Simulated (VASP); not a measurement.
# K3Pd (Pm-3m) in VASP: notebook

Runs on K3Pd. Level: PBE. Tasks: single point, electric field gradients.

All numbers are computed with VASP 6.6.1; they aren't measurements. Logs are shortened: lines on timing, memory, paths and dates and some standing lists are left out, and cuts for length are marked.

## (1) The cell of the first run

The structure is cubic, space group Pm-3m (No. 221). The conventional cell has a = 5.445 Å, b = 5.445 Å, c = 5.445 Å, α = 90.00°, β = 90.00°, γ = 90.00°. K (site symmetry 4/mmm) has 8 K at 3.85 Å and 4 Pd at 3.85 Å within 5.1 Å. Within 5.1 Å of Pd (site symmetry m-3m) lie 12 K at 3.85 Å.

## (2) Single point, PBE

Input file POSCAR:

```
K3Pd
1.0
    5.4450130000      0.0000000000      0.0000000000
    0.0000000000      5.4450130000      0.0000000000
    0.0000000000      0.0000000000      5.4450130000
K Pd
3 1
Direct
    0.5000000000      0.5000000000      0.0000000000
    0.5000000000      0.0000000000      0.5000000000
    0.0000000000      0.5000000000      0.5000000000
    0.0000000000      0.0000000000      0.0000000000
```

Input file INCAR.step1:

```
SYSTEM = K3Pd
PREC = Accurate
ENCUT = 520
EDIFF = 1E-6
ISMEAR = -1
SIGMA = 0.05
LREAL = .False.
LASPH = .True.
NELM = 100
ALGO = Fast
ISIF = 2
LWAVE = .False.
LCHARG = .True.
LMAXMIX = 4
GGA = PE
NBANDS = 26
```

Input file KPOINTS.step1:

```
regular mesh
0
Gamma
  6 6 6
  0 0 0
```

Input file INCAR.step2:

```
SYSTEM = K3Pd
PREC = Accurate
ENCUT = 520
EDIFF = 1E-6
ISMEAR = -5
SIGMA = 0.05
LREAL = .False.
LASPH = .True.
NELM = 100
ALGO = Fast
ISIF = 2
LWAVE = .False.
LCHARG = .False.
LMAXMIX = 4
GGA = PE
LORBIT = 11
NBANDS = 26
NEDOS = 2001
ICHARG = 11
```

Input file KPOINTS.step2:

```
regular mesh
0
Gamma
  9 9 9
  0 0 0
```

Potentials or basis: VASP PAW PBE potentials, release 64 (K_sv, Pd).

Command:

```
> cat potpaw_PBE.64/K_sv/POTCAR potpaw_PBE.64/Pd/POTCAR > POTCAR
> cp INCAR.step1 INCAR
> cp KPOINTS.step1 KPOINTS
> mpirun -np 1 vasp_std > vasp.out
> cp INCAR.step2 INCAR
> cp KPOINTS.step2 KPOINTS
> mpirun -np 1 vasp_std > vasp.out
```

OUTCAR:

```text
SYSTEM = K3Pd
   PREC = Accurate
   ENCUT = 520
   EDIFF = 1E-6
   ISMEAR = -5
   LREAL = .False.
   LASPH = .True.
   NELM = 100
   ISIF = 2
   GGA = PE
   LORBIT = 11
   ICHARG = 11

 ion  position               nearest neighbor table
   1  0.500  0.500  0.000-
   2  0.500  0.000  0.500-
   3  0.000  0.500  0.500-
   4  0.000  0.000  0.000-

  LATTYP: Found a simple cubic cell.
 ALAT       =     5.4450130000

  Lattice vectors:

 A1 = (   5.4450130000,   0.0000000000,   0.0000000000)
 A2 = (   0.0000000000,   5.4450130000,   0.0000000000)
 A3 = (   0.0000000000,   0.0000000000,   5.4450130000)

Analysis of symmetry for initial positions (statically):
=====================================================================
 Subroutine PRICEL returns:
 Original cell was already a primitive cell.

 Routine SETGRP: Setting up the symmetry group for a
 simple cubic supercell.

 Subroutine GETGRP returns: Found 48 space group operations
 (whereof 48 operations were pure point group operations)
 out of a pool of 48 trial point group operations.

The static configuration has the point symmetry O_h .

Analysis of symmetry for dynamics (positions and initial velocities):
=====================================================================
 Subroutine PRICEL returns:
 Original cell was already a primitive cell.

 Routine SETGRP: Setting up the symmetry group for a
 simple cubic supercell.

 Subroutine GETGRP returns: Found 48 space group operations
 (whereof 48 operations were pure point group operations)
 out of a pool of 48 trial point group operations.

The dynamic configuration has the point symmetry O_h .

 Subroutine INISYM returns: Found 48 space group operations
 (whereof 48 operations are pure point group operations),
 and found     1 'primitive' translations

----------------------------------------------------------------------------------------

                                     Primitive cell

  volume of cell :     161.4347

  direct lattice vectors                    reciprocal lattice vectors
     5.445013000  0.000000000  0.000000000     0.183654291  0.000000000  0.000000000
     0.000000000  5.445013000  0.000000000     0.000000000  0.183654291  0.000000000
     0.000000000  0.000000000  5.445013000     0.000000000  0.000000000  0.183654291

[... 95 lines left out ...]
   ISIF   =      2    stress and relaxation
   ISYM   =      2    0-nonsym 1-usesym 2-fastsym
   POTIM  = 0.5000    time-step for ionic-motion
   TEBEG  =    0.0;   TEEND  =   0.0 temperature during run
   PSTRESS=    0.0 pullay stress
   NELECT =      37.0000    total number of electrons
   NUPDOWN=      -1.0000    fix difference up-down
   EMIN   =  10.00;   EMAX   =-10.00  energy-range for DOS
   EFERMI =   0.00;   METHOD = LEGACY
   ISMEAR =    -5;   SIGMA  =   0.05  broadening in eV -4-tet -1-fermi 0-gaus
   EFERMI_NEDOS =   21; number of points for ismear=-14 and -15
   IALGO  =     68    algorithm
   IMIX   =      4    mixing-type and parameters
     AMIX     =   0.40;   BMIX     =  1.00
     AMIX_MAG =   1.60;   BMIX_MAG =  1.00
  volume/ion in A,a.u.               =      40.36       272.35
  Fermi-wavevector in a.u.,A,eV,Ry     =   1.001866  1.893253 13.656662  1.003736
  Thomas-Fermi vector in A             =   2.134316
   LORBIT       =     11    0 simple, 1 ext, 2 COOP (PROOUT), +10 PAW based schemes
   GGA     = PE    functional components
   LHFCALC =     F    Hartree Fock is set to
   AEXX    =    0.0000 exact exchange contribution
   IVDW    =     0    specifies the selected vdW correction
   LEPSILON=     F    determine dielectric tensor
   LRPA    =     F    only Hartree local field effects (RPA)
 non-spin polarized calculation
 RMM-DIIS sequential band-by-band and
 Fermi weights with tetrahedron method with Bloechl corrections
  energy-cutoff  :      520.00
  volume of cell :      161.43
 maximum number of plane-waves:      4385

 number of electron      37.0000014 magnetization

 Free energy of the ion-electron system (eV)
  ---------------------------------------------------
  ext. energy  EPLUGINS =         0.00000000
  ---------------------------------------------------
  free energy    TOTEN  =        -7.54391075 eV

  energy without entropy =       -7.54391075  energy(sigma->0) =       -7.54391075

 E-fermi :   1.2635     XC(G=0):  -7.3624

 val. band max:        1.3030929576   @ k =   0.3333   0.3333   0.0000
 cond. band min:       1.3150737335   @ k =   0.4444   0.3333   0.2222
 fundamental gap:      0.0119807759
 Fermi energy:         1.2634638758

 k-point     1 :       0.0000    0.0000    0.0000
  band No.  band energies     occupation
      1     -30.5132      2.00000
      2     -30.4614      2.00000
      3     -30.4614      2.00000
      4     -14.1752      2.00000
      5     -14.1752      2.00000
      6     -14.1752      2.00000
[... 685 lines left out ...]
     25       4.7680      0.00000
     26       5.5864      0.00000

 [... further k-points ...]

------------------------ aborting loop because EDIFF is reached ----------------------------------------

  FORCE on cell =-STRESS in cart. coord.  units (eV):
  Direction    XX          YY          ZZ          XY          YZ          ZX
  --------------------------------------------------------------------------------------
  -------------------------------------------------------------------------------------
  Total        0.0291538      0.0291538      0.0291538     -0.0000000     -0.0000000      0.0000000
  in kB        0.2893400      0.2893400      0.2893400     -0.0000000     -0.0000000      0.0000000
  external PRESSURE =       0.2893400 kB  Pullay stress =       0.0000000 kB

 VOLUME and BASIS-vectors are now :
 -----------------------------------------------------------------------------
  energy-cutoff  :      520.00
  volume of cell :      161.43
      direct lattice vectors                 reciprocal lattice vectors
     5.445013000  0.000000000  0.000000000     0.183654291  0.000000000  0.000000000
     0.000000000  5.445013000  0.000000000     0.000000000  0.183654291  0.000000000
     0.000000000  0.000000000  5.445013000     0.000000000  0.000000000  0.183654291

 POSITION                                       TOTAL-FORCE (eV/Angst)
 -----------------------------------------------------------------------------------
      2.72251      2.72251      0.00000         0.000000      0.000000      0.000000
      2.72251      0.00000      2.72251         0.000000      0.000000      0.000000
      0.00000      2.72251      2.72251         0.000000      0.000000      0.000000
      0.00000      0.00000      0.00000         0.000000      0.000000      0.000000
 -----------------------------------------------------------------------------------
    total drift:                               -0.000000     -0.000000     -0.000000

  FREE ENERGIE OF THE ION-ELECTRON SYSTEM (eV)
  ---------------------------------------------------
  free  energy   TOTEN  =        -7.5439107518 eV

  energy  without entropy=       -7.5439107518  energy(sigma->0) =       -7.54391075

 total charge

# of ion       s       p       d       tot
------------------------------------------
    1        1.981   5.558   0.020   7.559
    2        1.981   5.558   0.020   7.559
    3        1.981   5.558   0.020   7.559
    4        0.459   0.034   8.698   9.190
--------------------------------------------------
tot          6.403  16.709   8.757  31.869
```

OUTCAR.step1:

```text
SYSTEM = K3Pd
   PREC = Accurate
   ENCUT = 520
   EDIFF = 1E-6
   ISMEAR = -1
   LREAL = .False.
   LASPH = .True.
[... 801 lines left out ...]
      2.72251      0.00000      2.72251         0.000000      0.000000      0.000000
      0.00000      2.72251      2.72251         0.000000      0.000000      0.000000
      0.00000      0.00000      0.00000         0.000000      0.000000      0.000000
 -----------------------------------------------------------------------------------
    total drift:                               -0.000000      0.000000     -0.000000

  FREE ENERGIE OF THE ION-ELECTRON SYSTEM (eV)
  ---------------------------------------------------
  free  energy   TOTEN  =        -7.5527763903 eV

  energy  without entropy=       -7.5325189599  energy(sigma->0) =       -7.54264768
```

OSZICAR.step1:

```text
N       E                     dE             d eps       ncg     rms          rms(c)
DAV:   1     0.258800085273E+03    0.25880E+03   -0.16379E+04  1040   0.121E+03
DAV:   2     0.952259616880E+01   -0.24928E+03   -0.24195E+03  1144   0.348E+02
[... 11 lines left out ...]
RMM:  14    -0.755276011209E+01   -0.39964E-04   -0.35391E-04  1803   0.454E-02    0.280E-02
RMM:  15    -0.755277193260E+01   -0.11821E-04   -0.11793E-04  1639   0.283E-02    0.264E-02
RMM:  16    -0.755277817324E+01   -0.62406E-05   -0.52390E-05  1562   0.197E-02    0.240E-02
RMM:  17    -0.755277562748E+01    0.25458E-05   -0.18680E-05  1527   0.149E-02    0.174E-02
RMM:  18    -0.755277690133E+01   -0.12739E-05   -0.11309E-05  1218   0.993E-03    0.164E-02
RMM:  19    -0.755277639034E+01    0.51099E-06   -0.45877E-06  1082   0.716E-03
   1 F= -.75527764E+01 E0= -.75426477E+01  d E =-.202574E-01
```

Wall time 2.9 min (1 thread of Intel Xeon Platinum 8559C (Emerald Rapids), shared host); peak memory 0.3 GiB.

Results:

```yaml
Valence_electrons_inside_the_program's_atomic_spheres: K 7.56; Pd 9.19
```

Caveat: tetrahedron occupations give inexact forces and stress in metals.

## (3) Electric field gradients, PBE

Input file INCAR:

```
SYSTEM = K3Pd
ALGO = Normal ; EDIFF = 1E-8
ENCUT = 520 ; GGA = PE
ISIF = 2 ; ISMEAR = -1
LASPH = .TRUE. ; LCHARG = .FALSE.
LEFG = .TRUE. ; LREAL = .FALSE.
LWAVE = .FALSE. ; NBANDS = 26
NELM = 100 ; PREC = Accurate
SIGMA = 0.05
```

Input file KPOINTS:

```
k-points
0
G
  6 6 6
  0 0 0
```

POSCAR is that of step 2.

Potentials or basis: VASP PAW PBE potentials, release 64 (K_sv, Pd).

Command:

```
> cat potpaw_PBE.64/K_sv/POTCAR potpaw_PBE.64/Pd/POTCAR > POTCAR
> mpirun -np 1 vasp_std > vasp.out
```

OUTCAR:

```text
SYSTEM = K3Pd
   EDIFF = 1E-8
   ENCUT = 520
   GGA = PE
   ISIF = 2
   ISMEAR = -1
   LASPH = .TRUE.
   LREAL = .FALSE.
   NELM = 100
   PREC = Accurate

 ion  position               nearest neighbor table
   1  0.500  0.500  0.000-
   2  0.500  0.000  0.500-
   3  0.000  0.500  0.500-
   4  0.000  0.000  0.000-

  LATTYP: Found a simple cubic cell.
 ALAT       =     5.4450130000

  Lattice vectors:

 A1 = (   5.4450130000,   0.0000000000,   0.0000000000)
 A2 = (   0.0000000000,   5.4450130000,   0.0000000000)
 A3 = (   0.0000000000,   0.0000000000,   5.4450130000)
[... 796 lines left out ...]
 ion       V_xx      V_yy      V_zz      V_xy      V_xz      V_yz
---------------------------------------------------------------------
   1      -9.495    -9.495    18.991     0.000    -0.000     0.000
   2      -9.495    18.991    -9.495     0.000    -0.000     0.000
   3      18.991    -9.495    -9.495     0.000    -0.000     0.000
   4      -0.000    -0.000    -0.000     0.000    -0.000    -0.000
---------------------------------------------------------------------

 Electric field gradients after diagonalization (V/A^2)
 (convention: |V_zz| > |V_xx| > |V_yy|)
----------------------------------------------------------------------
 ion       V_xx      V_yy      V_zz     asymmetry (V_yy - V_xx)/ V_zz
----------------------------------------------------------------------
   1      -9.495    -9.495    18.991       0.000
   2      -9.495    -9.495    18.991       0.000
   3      -9.495    -9.495    18.991       0.000
   4      -0.000    -0.000    -0.000      -0.044
----------------------------------------------------------------------

           NMR quadrupolar parameters

 Cq : quadrupolar parameter    Cq=e*Q*V_zz/h
 eta: asymmetry parameters     (V_yy - V_xx)/ V_zz
 Q  : nuclear electric quadrupole moment in mb (millibarn)
----------------------------------------------------------------------
 ion       Cq(MHz)       eta       Q (mb)
----------------------------------------------------------------------
   1       0.046       0.000       1.000
   2       0.046       0.000       1.000
   3       0.046       0.000       1.000
   4      -0.000      -0.044       1.000
----------------------------------------------------------------------
```

OSZICAR:

```text
N       E                     dE             d eps       ncg     rms          rms(c)
DAV:   1     0.258800085273E+03    0.25880E+03   -0.16379E+04  1040   0.121E+03
DAV:   2     0.952259616880E+01   -0.24928E+03   -0.24195E+03  1144   0.348E+02
DAV:   3    -0.783386532348E+01   -0.17356E+02   -0.17263E+02  1618   0.723E+01
DAV:   4    -0.849139850562E+01   -0.65753E+00   -0.65580E+00  1472   0.134E+01
DAV:   5    -0.852615629182E+01   -0.34758E-01   -0.34751E-01  1582   0.218E+00    0.482E+00
DAV:   6    -0.773310126602E+01    0.79306E+00   -0.43916E+00  1154   0.694E+00    0.541E+00
DAV:   7    -0.760927190794E+01    0.12383E+00   -0.82359E-01  1444   0.361E+00    0.295E+00
DAV:   8    -0.755889673311E+01    0.50375E-01   -0.33446E-01  1186   0.165E+00    0.995E-01
DAV:   9    -0.755586286660E+01    0.30339E-02   -0.11579E-01  1256   0.136E+00    0.424E-01
DAV:  10    -0.755256236948E+01    0.33005E-02   -0.20213E-02  1240   0.532E-01    0.679E-02
DAV:  11    -0.755277592430E+01   -0.21355E-03   -0.18475E-03  1506   0.139E-01    0.458E-02
DAV:  12    -0.755281115626E+01   -0.35232E-04   -0.78412E-05  1412   0.450E-02    0.364E-02
DAV:  13    -0.755277550247E+01    0.35654E-04   -0.14428E-04  1242   0.427E-02    0.240E-03
DAV:  14    -0.755277681108E+01   -0.13086E-05   -0.10665E-05  1462   0.101E-02    0.174E-03
DAV:  15    -0.755277689781E+01   -0.86728E-07   -0.56169E-07  1268   0.286E-03    0.135E-03
DAV:  16    -0.755277688017E+01    0.17641E-07   -0.12218E-07  1166   0.154E-03    0.307E-04
DAV:  17    -0.755277687866E+01    0.15152E-08   -0.19271E-08  1002   0.575E-04
   1 F= -.75527769E+01 E0= -.75426515E+01  d E =-.202507E-01
```

stdout:

```text
POSCAR found type information on POSCAR K Pd
 POSCAR found :  2 types and       4 ions
 scaLAPACK will be used
 LDA part: xc-table for (Slater+PW92), standard interpolation
 POSCAR, INCAR and KPOINTS ok, starting setup
 FFT: planning ... GRIDC
 FFT: planning ... GRID_SOFT
 FFT: planning ... GRID
 WAVECAR not read
 entering main loop
ion   1

ion   2

ion   3

ion   4
```

Wall time 69 s (1 thread of Intel Xeon Platinum 8559C (Emerald Rapids), shared host); peak memory 0.26 GiB.

Results:

- Free energy: -7.5528 eV
- Pressure: 0.0 GPa
- Band gap on the k mesh: zero (an odd number of electrons rules out a gap without spin polarisation)
- Largest electric field gradient by atom: K +19.0; Pd -0.0 V/Å²

Levels at points of the mesh, in eV from the Fermi level:
| k point | band 15 | band 16 | band 17 | band 18 | band 19 | band 20 | band 21 | band 22 |
| --- | --- | --- | --- | --- | --- | --- | --- | --- |
| (0.00, 0.00, 0.00) | -1.26 | -1.11 | -1.11 | -1.11 | 0.25 | 2.78 | 2.78 | 2.78 |
| (0.50, 0.00, 0.00) | -1.09 | -1.09 | -1.09 | -1.02 | -0.89 | 1.52 | 2.43 | 2.43 |
| (0.50, 0.50, 0.00) | -1.08 | -1.08 | -0.97 | -0.72 | 0.29 | 0.29 | 0.57 | 2.57 |
| (0.50, 0.50, 0.50) | -1.25 | -0.98 | -0.98 | -0.66 | 1.46 | 1.57 | 1.57 | 1.57 |

Electric field gradients, principal values (V/Å²):
```tsv
atom	least	middle	greatest (by size)
1 K	-9.495	-9.495	18.991
2 K	-9.495	-9.495	18.991
3 K	-9.495	-9.495	18.991
4 Pd	0.000	0.000	0.000
```

Caveat: without QUAD_EFG the Cq values of the log hold for a quadrupole moment of 1 mb, not for the nuclei.
